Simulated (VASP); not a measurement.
# C (P1) in VASP: single point with r2SCAN

Aim: the single point of C with r2SCAN.

Program: VASP 6.6.1. These are calculated values, not measurements. Logs are shortened: lines on timing, memory, paths and dates and some standing lists are left out, and cuts for length are marked.

## (1) The cell of the first run

The typed cell holds 4 atoms: a = 2.517 Å, b = 2.517 Å, c = 4.360 Å, α = 73.22°, β = 73.22°, γ = 60.00°.

## (2) Single point, r2SCAN (atoms displaced along several vibrational modes)

The input, POSCAR:

```
C
1.0
    0.0000000000     -1.7801161419     -1.7801161419
   -1.7801161419      0.0000000000     -1.7801161419
    1.7801161419      1.7801161419     -3.5602322838
C
4
Direct
    0.7381507927      0.7764123047      0.7354050117
    0.2618492073      0.2235876953      0.2645949883
    0.3534203335      0.3916818455      0.8895949747
    0.8965796665      0.8583181545      0.3604050253
```

The input, INCAR.step1:

```
SYSTEM = C
PREC     = Accurate       ! precision mode
ENCUT    = 520            ! plane-wave cutoff, eV
ISMEAR   = 0              ! smearing method
SIGMA    = 0.05           ! smearing width, eV
LREAL    = .FALSE.        ! projectors in reciprocal space
LASPH    = .TRUE.         ! aspherical terms in the spheres
NELM     = 60             ! most SCF steps
NBANDS   = 16             ! bands
GGA      = PE             ! functional
ALGO     = Normal         ! electronic algorithm
EDIFF    = 1E-4           ! SCF threshold, eV
LWAVE    = .TRUE.         ! write WAVECAR
LCHARG   = .FALSE.        ! write CHGCAR
```

The input, INCAR.step2:

```
SYSTEM = C
PREC     = Accurate       ! precision mode
ENCUT    = 520            ! plane-wave cutoff, eV
EDIFF    = 1E-6           ! SCF threshold, eV
ISMEAR   = 0              ! smearing method
SIGMA    = 0.05           ! smearing width, eV
LREAL    = .FALSE.        ! projectors in reciprocal space
LASPH    = .TRUE.         ! aspherical terms in the spheres
NELM     = 60             ! most SCF steps
ALGO     = Normal         ! electronic algorithm
ISIF     = 2              ! what is computed and relaxed
LWAVE    = .FALSE.        ! write WAVECAR
LCHARG   = .FALSE.        ! write CHGCAR
METAGGA  = R2SCAN         ! meta-GGA
LMIXTAU  = .TRUE.       
NBANDS   = 16             ! bands
ISTART   = 1
```

The input, KPOINTS:

```
regular mesh
0
G
  12 12 10
  0 0 0
```

Potentials or basis: VASP PAW PBE potentials, release 64 (C).

Launch:

```sh
$ cat potpaw_PBE.64/C/POTCAR > POTCAR
$ cp INCAR.step1 INCAR
$ mpirun -np 1 vasp_std > vasp.out
$ cp INCAR.step2 INCAR
$ mpirun -np 1 vasp_std > vasp.out
```

OUTCAR:

```text
SYSTEM = C
   PREC = Accurate
   ENCUT = 520
   EDIFF = 1E-6
   ISMEAR = 0
   LREAL = .FALSE.
   LASPH = .TRUE.
   NELM = 60
   ISIF = 2
   METAGGA = R2SCAN
   ISTART = 1

 ion  position               nearest neighbor table
   1  0.738  0.776  0.735-   4 1.54   3 1.59   3 1.59   3 1.59
   2  0.262  0.224  0.265-   4 1.51   4 1.51   4 1.51   3 1.54
   3  0.353  0.392  0.890-   2 1.54   1 1.59   1 1.59   1 1.59
   4  0.897  0.858  0.360-   2 1.51   2 1.51   2 1.51   1 1.54

  LATTYP: Found a trigonal (rhomboedric) cell.
 ALAT       =     4.3603762305
 COS(alpha) =     0.8333333333

  Lattice vectors:

 A1 = (   1.7801161419,   3.5602322838,  -1.7801161419)
 A2 = (   3.5602322838,   1.7801161419,  -1.7801161419)
 A3 = (   1.7801161419,   1.7801161419,  -3.5602322838)

Analysis of symmetry for initial positions (statically):
=====================================================================
 Subroutine PRICEL returns:
 Original cell was already a primitive cell.

 Routine SETGRP: Setting up the symmetry group for a
 trigonal (rhombohedral) supercell.

 Subroutine GETGRP returns: Found  1 space group operations
 (whereof  1 operations were pure point group operations)
 out of a pool of 12 trial point group operations.

The static configuration has the point symmetry C_1 .

Analysis of symmetry for dynamics (positions and initial velocities):
=====================================================================
 Subroutine PRICEL returns:
 Original cell was already a primitive cell.

 Routine SETGRP: Setting up the symmetry group for a
 trigonal (rhombohedral) supercell.

 Subroutine GETGRP returns: Found  1 space group operations
 (whereof  1 operations were pure point group operations)
 out of a pool of 12 trial point group operations.

The dynamic configuration has the point symmetry C_1 .

 Subroutine INISYM returns: Found  1 space group operations
 (whereof  1 operations are pure point group operations),
 and found     1 'primitive' translations

----------------------------------------------------------------------------------------

                                     Primitive cell

  volume of cell :      22.5634

  direct lattice vectors                    reciprocal lattice vectors
     0.000000000 -1.780116142 -1.780116142     0.140440275 -0.421320824 -0.140440275
    -1.780116142  0.000000000 -1.780116142    -0.421320824  0.140440275 -0.140440275
     1.780116142  1.780116142 -3.560232284     0.140440275  0.140440275 -0.140440275
[... 107 lines left out ...]
   LASPH  =      T    aspherical Exc in radial PAW
   ENCUT  =  520.0 eV  38.22 Ry    6.18 a.u.   4.68  4.68  8.11*2*pi/ulx,y,z
   NELM   =     60;   NELMIN=  2; NELMDL=  0     # of ELM steps
   EDIFF  = 0.1E-05   stopping-criterion for ELM
   LREAL  =      F    real-space projection
   EDIFFG = 0.1E-04   stopping-criterion for IOM
   NSW    =      0    number of steps for IOM
   IBRION =     -1    ionic relax: 0-MD 1-quasi-New 2-CG
   NFREE  =      0    steps in history (QN), initial steepest desc. (CG)
   ISIF   =      2    stress and relaxation
   ISYM   =      2    0-nonsym 1-usesym 2-fastsym
   POTIM  = 0.5000    time-step for ionic-motion
   TEBEG  =    0.0;   TEEND  =   0.0 temperature during run
   PSTRESS=    0.0 pullay stress
   NELECT =      16.0000    total number of electrons
   NUPDOWN=      -1.0000    fix difference up-down
   EMIN   =  10.00;   EMAX   =-10.00  energy-range for DOS
   EFERMI =   0.00;   METHOD = LEGACY
   ISMEAR =     0;   SIGMA  =   0.05  broadening in eV -4-tet -1-fermi 0-gaus
   EFERMI_NEDOS =   21; number of points for ismear=-14 and -15
   IALGO  =     38    algorithm
   IMIX   =      4    mixing-type and parameters
     AMIX     =   0.40;   BMIX     =  1.00
     AMIX_MAG =   1.60;   BMIX_MAG =  1.00
  volume/ion in A,a.u.               =       5.64        38.07
  Fermi-wavevector in a.u.,A,eV,Ry     =   1.459867  2.758748 28.996877  2.131210
  Thomas-Fermi vector in A             =   2.576383
   LORBIT       =      0    0 simple, 1 ext, 2 COOP (PROOUT), +10 PAW based schemes
   METAGGA = R2SCAN    functional components
   LHFCALC =     F    Hartree Fock is set to
   AEXX    =    0.0000 exact exchange contribution
   IVDW    =     0    specifies the selected vdW correction
   LEPSILON=     F    determine dielectric tensor
   LRPA    =     F    only Hartree local field effects (RPA)
 non-spin polarized calculation
 Gauss-broadening in eV      SIGMA  =   0.05
  energy-cutoff  :      520.00
  volume of cell :       22.56
 maximum number of plane-waves:       624
   NGX =  9   NGY =  9   NGZ = 17

 number of electron      15.9999999 magnetization

 Free energy of the ion-electron system (eV)
  ---------------------------------------------------
  ext. energy  EPLUGINS =         0.00000000
  ---------------------------------------------------
  free energy    TOTEN  =       -38.73011487 eV

  energy without entropy =      -38.73011487  energy(sigma->0) =      -38.73011487

 E-fermi :  10.4130     XC(G=0): -14.2983

 val. band max:       10.1750440598   @ k =   0.0000   0.0000   0.0000
 cond. band min:      14.0433094141   @ k =   0.0000  -0.4167   0.4000
 fundamental gap:      3.8682653543
 Fermi energy:        10.4129602770

 k-point     1 :       0.0000    0.0000    0.0000
  band No.  band energies     occupation
      1     -13.0718      2.00000
      2      -6.8536      2.00000
      3      -4.3637      2.00000
      4       6.4542      2.00000
      5       6.4635      2.00000
      6       9.9356      2.00000
[... 433 lines left out ...]
      3      -1.3718      2.00000
      4       1.2180      2.00000
      5       2.7704      2.00000
      6       4.0816      2.00000
[... 8 lines left out ...]
     15      23.8818      0.00000
     16      25.5189      0.00000

 [... further k-points ...]
[... 5 lines left out ...]
  --------------------------------------------------------------------------------------
  -------------------------------------------------------------------------------------
  Total        0.3441856      0.4036221      0.4858091     -0.2701549      0.3218063      0.3000552
  in kB       24.4398328     28.6602825     34.4961996    -19.1830832     22.8507290     21.3062371
  external PRESSURE =      29.1987716 kB  Pullay stress =       0.0000000 kB

 VOLUME and BASIS-vectors are now :
 -----------------------------------------------------------------------------
  energy-cutoff  :      520.00
  volume of cell :       22.56
      direct lattice vectors                 reciprocal lattice vectors
     0.000000000 -1.780116142 -1.780116142     0.140440275 -0.421320824 -0.140440275
    -1.780116142  0.000000000 -1.780116142    -0.421320824  0.140440275 -0.140440275
     1.780116142  1.780116142 -3.560232284     0.140440275  0.140440275 -0.140440275

 POSITION                                       TOTAL-FORCE (eV/Angst)
 -----------------------------------------------------------------------------------
     -0.07300     -0.00489     -5.31431         3.043244      2.123509     -2.400721
      0.07300      0.00489     -1.80615        -2.929619     -2.018939      2.308464
      0.88634      0.95445     -4.49353        -2.013213     -2.922868      2.631933
     -0.88634     -0.95445     -4.40705         1.899587      2.818298     -2.539676
 -----------------------------------------------------------------------------------
    total drift:                                0.000083      0.000003      0.000051

  FREE ENERGIE OF THE ION-ELECTRON SYSTEM (eV)
  ---------------------------------------------------
  free  energy   TOTEN  =       -38.7301148673 eV

  energy  without entropy=      -38.7301148673  energy(sigma->0) =      -38.73011487
```

OUTCAR.step1:

```text
SYSTEM = C
   PREC = Accurate
   ENCUT = 520
   ISMEAR = 0
   LREAL = .FALSE.
   LASPH = .TRUE.
[... 707 lines left out ...]
      0.07300      0.00489     -1.80615        -2.794925     -1.925893      2.202432
      0.88634      0.95445     -4.49353        -1.921679     -2.789720      2.511817
     -0.88634     -0.95445     -4.40705         1.811784      2.688778     -2.423078
 -----------------------------------------------------------------------------------
    total drift:                                0.000253     -0.000193      0.000067

  FREE ENERGIE OF THE ION-ELECTRON SYSTEM (eV)
  ---------------------------------------------------
  free  energy   TOTEN  =       -35.8097645832 eV

  energy  without entropy=      -35.8097645832  energy(sigma->0) =      -35.80976458
```

Run time: 8 min. Hardware: 1 thread of Intel Xeon Platinum 8488C (Sapphire Rapids), shared host; peak memory 0.28 GiB.

What came out:

- Free energy: -38.7301 eV
- Pressure: 2.9 GPa
- Largest force: 4.420 eV/Å
- Band gap on the k mesh: 3.87 eV (least direct gap 5.39 eV)

Forces on the atoms (eV/Å):
```
C    3.043  2.124 -2.401
C   -2.930 -2.019  2.308
C   -2.013 -2.923  2.632
C    1.900  2.818 -2.540
```

Levels at points of the mesh, in eV from the valence-band top:
```
           k point  band 5  band 6  band 7  band 8  band 9  band 10  band 11  band 12
(0.00, 0.00, 0.00)   -3.71   -0.24   -0.04    0.00    5.39     5.44     5.45     8.45
(0.50, 0.00, 0.00)   -7.77   -7.27   -6.61   -4.46    5.29     6.67    10.51    11.99
(0.00, 0.50, 0.00)   -7.75   -7.26   -6.63   -4.46    5.29     6.66    10.46    11.99
(0.50, 0.50, 0.00)   -7.36   -6.95   -3.27   -3.08    4.38     4.52     8.36     8.56
(0.00, 0.00, 0.50)   -3.29   -3.29   -1.18   -1.18    7.16     7.39     7.56     8.07
(0.50, 0.00, 0.50)   -7.37   -6.95   -3.27   -3.05    4.28     4.52     8.36     8.57
(0.00, 0.50, 0.50)   -7.37   -6.94   -3.27   -3.03    4.22     4.51     8.37     8.56
(0.50, 0.50, 0.50)   -7.80   -7.28   -6.59   -4.45    5.29     6.68    10.60    12.00
```

Caveat: the cell differs from its parent crystal (atoms displaced along several vibrational modes); the PAW data sets were made with another functional, which shifts forces and pressure a little. A k mesh can miss the band edges.
